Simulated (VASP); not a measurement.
Wanted: the native input for a VASP 6.6.1 run.

* Task: single point
* Functional: r2SCAN
* Potentials or basis: VASP PAW PBE potentials, release 64 (Rh_pv)
* Cutoff: 520 eV
* k mesh: 18 × 18 × 10
* Occupations: gaussian, width 0.1 eV
* Spin: no spin polarisation
* Dipole correction: no
* Further INCAR settings: ALGO = Normal; EDIFF = 1e-06; NBANDS = 22

Crystal: Rh.

```
Rh
1.0
     2.67554    0.00000    0.00000
    -1.33777    2.31708    0.00000
     0.00000    0.00000    4.30724
Rh
2
Direct
  0.66667 0.33333 0.75000
  0.33333 0.66667 0.25000
```

This isn't the form of Rh at room conditions, which is fcc.

One way to write it, as run:

POSCAR

```
Rh
1.0
    2.6755389846      0.0000000000      0.0000000000
   -1.3377694923      2.3170847294      0.0000000000
    0.0000000000      0.0000000000      4.3072402650
Rh
2
Direct
    0.6666666667      0.3333333333      0.7500000000
    0.3333333333      0.6666666667      0.2500000000
```

INCAR.step1

```
SYSTEM = Rh
  PREC = Accurate
  ENCUT = 520
  ISMEAR = 0
  SIGMA = 0.1
  LREAL = .FALSE.
  LASPH = .TRUE.
  NELM = 60
  NBANDS = 22
  GGA = PE
  ALGO = Normal
  EDIFF = 1E-4
  LWAVE = .TRUE.
  LCHARG = .FALSE.
```

INCAR.step2

```
SYSTEM = Rh
  PREC = Accurate
  ENCUT = 520
  EDIFF = 1E-6
  ISMEAR = 0
  SIGMA = 0.1
  LREAL = .FALSE.
  LASPH = .TRUE.
  NELM = 60
  ALGO = Normal
  ISIF = 2
  LWAVE = .FALSE.
  LCHARG = .TRUE.
  METAGGA = R2SCAN
  LMIXTAU = .TRUE.
  LELF = .TRUE.
  LVHAR = .TRUE.
  NBANDS = 22
  ISTART = 1
```

KPOINTS

```
Automatic mesh
0
G
  18 18 10
  0 0 0
```

Potentials or basis: VASP PAW PBE potentials, release 64 (Rh_pv).

Command:

```bash
$ cat potpaw_PBE.64/Rh_pv/POTCAR > POTCAR
$ cp INCAR.step1 INCAR
$ mpirun -np 1 vasp_std > vasp.out
$ cp INCAR.step2 INCAR
$ mpirun -np 1 vasp_std > vasp.out
```

It gave:

```
Pressure               : 10.6 GPa
Band gap on the k mesh : zero (bands 15 and 16 overlap by 2.61 eV)
```

Caveat: the cell stands under pressure; the PAW data sets were made with another functional, which shifts forces and pressure a little.

Run time: 5 min on 1 thread of Intel(R) Xeon(R) Platinum 8259CL CPU @ 2.50GHz (Skylake/Cascade Lake), with other jobs on the host, peak memory 0.22 GiB.
